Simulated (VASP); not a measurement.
# Co (P-3m1) in VASP: further runs

Aim: see how the results for Co move with the level of theory and the settings. Levels: PBEsol, LDA. Tasks: single point.

Everything below comes from runs of VASP 6.6.1. Logs are shortened: lines on timing, memory, paths and dates and some standing lists are left out, and cuts for length are marked.

## (1) The cell of the first run

The structure is trigonal, space group P-3m1 (No. 164). Conventional cell: a = 2.504 Å, b = 2.504 Å, c = 4.090 Å, α = 90.00°, β = 90.00°, γ = 120.00°. Within 3.2 Å of Co (site symmetry 3m) lie 12 Co at 2.44 to 2.57 Å.

## (2) Single point, PBEsol, collinear spin, ferromagnetic start

Input file INCAR:

```
SYSTEM = Co
  PREC = Accurate
  ENCUT = 600
  EDIFF = 1E-6
  ISMEAR = -1
  SIGMA = 0.05
  LREAL = .False.
  LASPH = .True.
  NELM = 200
  ALGO = Normal
  ISIF = 2
  LWAVE = .False.
  LCHARG = .True.
  ISPIN = 2
  MAGMOM = 2 2
  LORBIT = 11
  LMAXMIX = 4
  GGA = PS
  LELF = .True.
  LVHAR = .True.
  NBANDS = 28
  GGA_COMPAT = .False.
```

Input file KPOINTS:

```
Automatic mesh
0
Gamma
  12 12 7
  0 0 0
```

Input file POSCAR:

```
Co
1.0
    2.5038379689      0.0000000000      0.0000000000
   -1.2519189845      2.1683872881      0.0000000000
    0.0000000000      0.0000000000      4.0901994896
Co
2
Direct
    0.3333333333      0.6666666667      0.7401390000
    0.6666666667      0.3333333333      0.2598610000
```

Potentials or basis: VASP PAW PBE potentials, release 64 (Co_sv).

Run with:

```
cat potpaw_PBE.64/Co_sv/POTCAR > POTCAR
mpirun -np 1 vasp_std > vasp.out
```

OUTCAR:

```text
SYSTEM = Co
   PREC = Accurate
   ENCUT = 600
   EDIFF = 1E-6
   ISMEAR = -1
   LREAL = .False.
   LASPH = .True.
   NELM = 200
   ISIF = 2
   ISPIN = 2
   LORBIT = 11
   GGA = PS

 ion  position               nearest neighbor table
   1  0.333  0.667  0.740-   2 2.44   2 2.44   2 2.44
   2  0.667  0.333  0.260-   1 2.44   1 2.44   1 2.44

  LATTYP: Found a hexagonal cell.
 ALAT       =     2.5038379689
 C/A-ratio  =     1.6335719565

  Lattice vectors:

 A1 = (   2.5038379689,   0.0000000000,   0.0000000000)
 A2 = (  -1.2519189845,   2.1683872881,   0.0000000000)
 A3 = (   0.0000000000,   0.0000000000,   4.0901994896)

Analysis of symmetry for initial positions (statically):
=====================================================================
 Subroutine PRICEL returns:
 Original cell was already a primitive cell.

 Routine SETGRP: Setting up the symmetry group for a
 hexagonal supercell.

 Subroutine GETGRP returns: Found 12 space group operations
 (whereof 12 operations were pure point group operations)
 out of a pool of 24 trial point group operations.

The static configuration has the point symmetry D_3d.

Analysis of symmetry for dynamics (positions and initial velocities):
=====================================================================
 Subroutine PRICEL returns:
 Original cell was already a primitive cell.

 Routine SETGRP: Setting up the symmetry group for a
 hexagonal supercell.

 Subroutine GETGRP returns: Found 12 space group operations
 (whereof 12 operations were pure point group operations)
 out of a pool of 24 trial point group operations.

The dynamic configuration has the point symmetry D_3d.

Analysis of structural, dynamic, and magnetic symmetry:
=====================================================================
 Subroutine PRICEL returns:
 Original cell was already a primitive cell.

 Routine SETGRP: Setting up the symmetry group for a
 hexagonal supercell.

 Subroutine GETGRP returns: Found 12 space group operations
 (whereof 12 operations were pure point group operations)
 out of a pool of 24 trial point group operations.

The overall configuration has the point symmetry D_3d.

 Subroutine INISYM returns: Found 12 space group operations
 (whereof 12 operations are pure point group operations),
 and found     1 'primitive' translations

----------------------------------------------------------------------------------------

                                     Primitive cell

  volume of cell :      22.2069

  direct lattice vectors                    reciprocal lattice vectors
     2.503837969  0.000000000  0.000000000     0.399386866  0.230586115  0.000000000
    -1.251918985  2.168387288  0.000000000     0.000000000  0.461172229  0.000000000
     0.000000000  0.000000000  4.090199490     0.000000000  0.000000000  0.244486853

  length of vectors
     2.503837969  2.503837969  4.090199490     0.461172229  0.461172229  0.244486853

  position of ions in fractional coordinates (direct lattice)
     0.333333333  0.666666667  0.740139000
     0.666666667  0.333333333  0.259861000

  ion indices of the primitive-cell ions
   primitive index   ion index
                 1           1
                 2           2

----------------------------------------------------------------------------------------

 KPOINTS: Automatic mesh

Automatic generation of k-mesh.
 Grid dimensions read from file:
 generate k-points for:   12   12    7

 Generating k-lattice:

  Cartesian coordinates                     Fractional coordinates (reciprocal lattice)
     0.033282239  0.019215510  0.000000000     0.083333333  0.000000000  0.000000000
     0.000000000  0.038431019  0.000000000     0.000000000  0.083333333  0.000000000
     0.000000000  0.000000000  0.034926693     0.000000000  0.000000000  0.142857143

  Length of vectors
     0.038431019  0.038431019  0.034926693

  Shift w.r.t. Gamma in fractional coordinates (k-lattice)
     0.000000000  0.000000000  0.000000000

 Subroutine IBZKPT returns following result:
 ===========================================

 Found    112 irreducible k-points:

 Following reciprocal coordinates:
            Coordinates               Weight
  0.000000  0.000000  0.000000      1.000000
  0.083333  0.000000  0.000000      6.000000
  0.166667  0.000000  0.000000      6.000000
  0.250000  0.000000  0.000000      6.000000
  0.333333  0.000000  0.000000      6.000000
  0.416667  0.000000  0.000000      6.000000
[... 16 lines left out ...]
  0.166667  0.000000  0.142857      6.000000
  0.000000  0.166667  0.142857      6.000000
 [... further k-points ...]
   k-points           NKPTS =    112   k-points in BZ     NKDIM =    112   number of bands    NBANDS=     28
   number of dos      NEDOS =    301   number of ions     NIONS =      2
   total plane-waves  NPLWV =  14400
   dimension x,y,z NGX =    20 NGY =   20 NGZ =   36
   dimension x,y,z NGXF=    40 NGYF=   40 NGZF=   72
   ions per type =               2
   NGX,Y,Z   is equivalent  to a cutoff of  13.28, 13.28, 14.63 a.u.
   NGXF,Y,Z  is equivalent  to a cutoff of  26.56, 26.56, 29.26 a.u.
 SYSTEM =  Co
   PREC   = accura    normal or accurate (medium, high low for compatibility)
   ISTART =      0    job   : 0-new  1-cont  2-samecut
   ICHARG =      2    charge: 1-file 2-atom 10-const
   ISPIN  =      2    spin polarized calculation?
   LNONCOLLINEAR =      F non collinear calculations
   LSORBIT =      F    spin-orbit coupling
   LASPH  =      T    aspherical Exc in radial PAW
   ENCUT  =  600.0 eV  44.10 Ry    6.64 a.u.   5.00  5.00  8.17*2*pi/ulx,y,z
   NELM   =    200;   NELMIN=  2; NELMDL= -5     # of ELM steps
   EDIFF  = 0.1E-05   stopping-criterion for ELM
   LREAL  =      F    real-space projection
   EDIFFG = 0.1E-04   stopping-criterion for IOM
   NSW    =      0    number of steps for IOM
   IBRION =     -1    ionic relax: 0-MD 1-quasi-New 2-CG
   NFREE  =      0    steps in history (QN), initial steepest desc. (CG)
   ISIF   =      2    stress and relaxation
   ISYM   =      2    0-nonsym 1-usesym 2-fastsym
   POTIM  = 0.5000    time-step for ionic-motion
   TEBEG  =    0.0;   TEEND  =   0.0 temperature during run
   PSTRESS=    0.0 pullay stress
   NELECT =      34.0000    total number of electrons
   NUPDOWN=      -1.0000    fix difference up-down
   EMIN   =  10.00;   EMAX   =-10.00  energy-range for DOS
   EFERMI =   0.00;   METHOD = LEGACY
   ISMEAR =    -1;   SIGMA  =   0.05  broadening in eV -4-tet -1-fermi 0-gaus
   EFERMI_NEDOS =   21; number of points for ismear=-14 and -15
   IALGO  =     38    algorithm
   IMIX   =      4    mixing-type and parameters
     AMIX     =   0.40;   BMIX     =  1.00
     AMIX_MAG =   1.60;   BMIX_MAG =  1.00
  volume/ion in A,a.u.               =      11.10        74.93
  Fermi-wavevector in a.u.,A,eV,Ry     =   1.886855  3.565640 48.439778  3.560223
  Thomas-Fermi vector in A             =   2.929026
   LORBIT       =     11    0 simple, 1 ext, 2 COOP (PROOUT), +10 PAW based schemes
   GGA     = PS    functional components
   LHFCALC =     F    Hartree Fock is set to
   AEXX    =    0.0000 exact exchange contribution
   IVDW    =     0    specifies the selected vdW correction
   LEPSILON=     F    determine dielectric tensor
   LRPA    =     F    only Hartree local field effects (RPA)
 spin polarized calculation
  energy-cutoff  :      600.00
  volume of cell :       22.21
 maximum number of plane-waves:       762
   NGX =  9   NGY =  9   NGZ = 17

 number of electron      34.0000004 magnetization       3.2957167

 Free energy of the ion-electron system (eV)
  ---------------------------------------------------
  ext. energy  EPLUGINS =         0.00000000
  ---------------------------------------------------
  free energy    TOTEN  =       -15.54421659 eV

  energy without entropy =      -15.52924494  energy(sigma->0) =      -15.53673076

 E-fermi :  11.4951     XC(G=0): -13.9480

 val. band max:       11.4929658288   @ k =   0.0000   0.0833   0.1429
 cond. band min:      11.5050332523   @ k =   0.0833   0.0833   0.1429
 fundamental gap:      0.0120674235
 Fermi energy:        11.4951069983

 spin component 1

 k-point     1 :       0.0000    0.0000    0.0000
  band No.  band energies     occupation
      1     -84.3033      1.00000
      2     -84.2508      1.00000
      3     -47.8180      1.00000
      4     -47.5477      1.00000
      5     -47.5477      1.00000
      6     -47.5123      1.00000
[... 20 lines left out ...]
     27      36.8800      0.00000
     28      36.8800      0.00000

 k-point     2 :       0.0833    0.0000    0.0000
  band No.  band energies     occupation
      1     -84.3003      1.00000
      2     -84.2494      1.00000
      3     -47.8118      1.00000
      4     -47.5645      1.00000
      5     -47.5528      1.00000
      6     -47.5192      1.00000
[... 674 lines left out ...]
 k-point    24 :       0.0000    0.1667    0.1429
  band No.  band energies     occupation
      1     -84.2900      1.00000
      2     -84.2477      1.00000
      3     -47.7836      1.00000
      4     -47.6027      1.00000
      5     -47.5723      1.00000
      6     -47.5637      1.00000
[... 20 lines left out ...]
     27      37.3435      0.00000
     28      38.2928      0.00000

 [... further k-points ...]

 spin component 2

 k-point     1 :       0.0000    0.0000    0.0000
  band No.  band energies     occupation
      1     -82.2234      1.00000
      2     -82.1669      1.00000
      3     -45.8054      1.00000
      4     -45.5163      1.00000
      5     -45.5163      1.00000
      6     -45.4718      1.00000
[... 20 lines left out ...]
     27      37.2568      0.00000
     28      37.2568      0.00000

 k-point     2 :       0.0833    0.0000    0.0000
  band No.  band energies     occupation
      1     -82.2202      1.00000
      2     -82.1654      1.00000
      3     -45.7985      1.00000
      4     -45.5343      1.00000
      5     -45.5217      1.00000
      6     -45.4857      1.00000
[... 674 lines left out ...]
 k-point    24 :       0.0000    0.1667    0.1429
  band No.  band energies     occupation
      1     -82.2090      1.00000
      2     -82.1636      1.00000
      3     -45.7676      1.00000
      4     -45.5759      1.00000
      5     -45.5425      1.00000
      6     -45.5336      1.00000
[... 20 lines left out ...]
     27      37.5973      0.00000
     28      38.6196      0.00000

 [... further k-points ...]
[... 5 lines left out ...]
  --------------------------------------------------------------------------------------
  -------------------------------------------------------------------------------------
  Total       -2.1718158     -2.1718158     -2.5423380      0.0000000      0.0000000     -0.0000000
  in kB     -156.6917066   -156.6917067   -183.4240639      0.0000000      0.0000000     -0.0000000
  external PRESSURE =    -165.6024924 kB  Pullay stress =       0.0000000 kB

 VOLUME and BASIS-vectors are now :
 -----------------------------------------------------------------------------
  energy-cutoff  :      600.00
  volume of cell :       22.21
      direct lattice vectors                 reciprocal lattice vectors
     2.503837969  0.000000000  0.000000000     0.399386866  0.230586115  0.000000000
    -1.251918985  2.168387288  0.000000000     0.000000000  0.461172229  0.000000000
     0.000000000  0.000000000  4.090199490     0.000000000  0.000000000  0.244486853

 POSITION                                       TOTAL-FORCE (eV/Angst)
 -----------------------------------------------------------------------------------
     -0.00000      1.44559      3.02732         0.000000     -0.000000      0.375587
      1.25192      0.72280      1.06288        -0.000000      0.000000     -0.375587
 -----------------------------------------------------------------------------------
    total drift:                               -0.000000      0.000000      0.000000

  FREE ENERGIE OF THE ION-ELECTRON SYSTEM (eV)
  ---------------------------------------------------
  free  energy   TOTEN  =       -15.5442165853 eV

  energy  without entropy=      -15.5292449358  energy(sigma->0) =      -15.53673076

 total charge

# of ion       s       p       d       tot
------------------------------------------
    1        2.244   6.114   6.677  15.035
    2        2.244   6.114   6.677  15.035
--------------------------------------------------
tot          4.487  12.229  13.354  30.070

 magnetization (x)

# of ion       s       p       d       tot
------------------------------------------
    1       -0.004  -0.014   1.728   1.711
    2       -0.004  -0.014   1.728   1.711
--------------------------------------------------
tot         -0.008  -0.027   3.457   3.421
```

Run time: 2.2 min. Hardware: 1 thread of Intel Xeon Platinum 8488C (Sapphire Rapids), shared host; peak memory 0.22 GiB.

What came out:

```yaml
Free_energy: -15.5442 eV
Pressure: -16.6 GPa
Largest_force: 0.376 eV/Å
Net_moment: 3.30 μB per cell
Site_moments: Co +1.71 μB
Valence_electrons_inside_the_program's_atomic_spheres: Co 15.04
```

Forces in eV/Å, atoms in the order of the input:
```
Co   0.000  0.000  0.376
Co   0.000  0.000 -0.376
```

Stress tensor (GPa, compression positive):
```
-15.67   0.00   0.00
  0.00 -15.67   0.00
  0.00   0.00 -18.34
```

Caveat: the cell stands under tension; the PAW data sets were made with another functional, which shifts forces and pressure a little.

## (3) Single point, LDA, collinear spin, ferromagnetic start

This run uses another cell than the first one, of 10.89 Å³/atom.

Input file INCAR:

```
SYSTEM = Co
ALGO = Normal
EDIFF = 1E-6
ENCUT = 600
GGA = CA
GGA_COMPAT = .False.
ISIF = 2
ISMEAR = -1
ISPIN = 2
LASPH = .True.
LCHARG = .True.
LELF = .True.
LMAXMIX = 4
LORBIT = 11
LREAL = .False.
LVHAR = .True.
LWAVE = .False.
MAGMOM = 2 2
NBANDS = 28
NELM = 200
PREC = Accurate
SIGMA = 0.05
```

Input file KPOINTS:

```
k-points
0
Gamma
  12 12 7
  0 0 0
```

Input file POSCAR:

```
Co
1.0
    2.4873648738      0.0000000000      0.0000000000
   -1.2436824369      2.1541211692      0.0000000000
    0.0000000000      0.0000000000      4.0632895034
Co
2
Direct
    0.3333333333      0.6666666667      0.7401390000
    0.6666666667      0.3333333333      0.2598610000
```

Potentials or basis: VASP PAW LDA potentials, release 64 (Co_sv).

Run with:

```
cat potpaw_LDA.64/Co_sv/POTCAR > POTCAR
mpirun -np 1 vasp_std > vasp.out
```

It took 81 s on 1 thread of Intel Xeon Platinum 8488C (Sapphire Rapids), shared host; peak memory 0.21 GiB.

Results (log left out):

| Item | Value |
| --- | --- |
| Free energy | -16.2191 eV |
| Pressure | -21.5 GPa |
| Largest force | 0.424 eV/Å |
| Net moment | 3.10 μB per cell |
| Site moments | Co +1.58 μB |
| Valence electrons inside the program's atomic spheres | Co 15.07 |

Forces in eV/Å, atoms in the order of the input:
```
Co   0.000  0.000  0.424
Co   0.000  0.000 -0.424
```

Stress tensor (GPa, compression positive):
```
-20.64   0.00   0.00
  0.00 -20.64   0.00
  0.00   0.00 -23.28
```

Levels at points of the mesh, in eV from the Fermi level:
Spin up:
```
           k point  band 16  band 17  band 18  band 19  band 20  band 21  band 22  band 23
(0.00, 0.00, 0.00)    -1.72    -1.72    -0.64    -0.64    -0.22     6.19    21.95    24.44
(0.50, 0.00, 0.00)    -0.49    -0.45    -0.32     1.40     3.38     9.40    10.35    12.57
```
Spin down:
```csv
k point,band 13,band 14,band 15,band 16,band 17,band 18
"(0.00, 0.00, 0.00)",-1.03,-0.71,-0.71,-0.17,-0.17,-0.06
"(0.50, 0.00, 0.00)",-1.15,-1.09,-0.69,1.14,1.23,1.31
```

Caveat: the cell stands under tension.
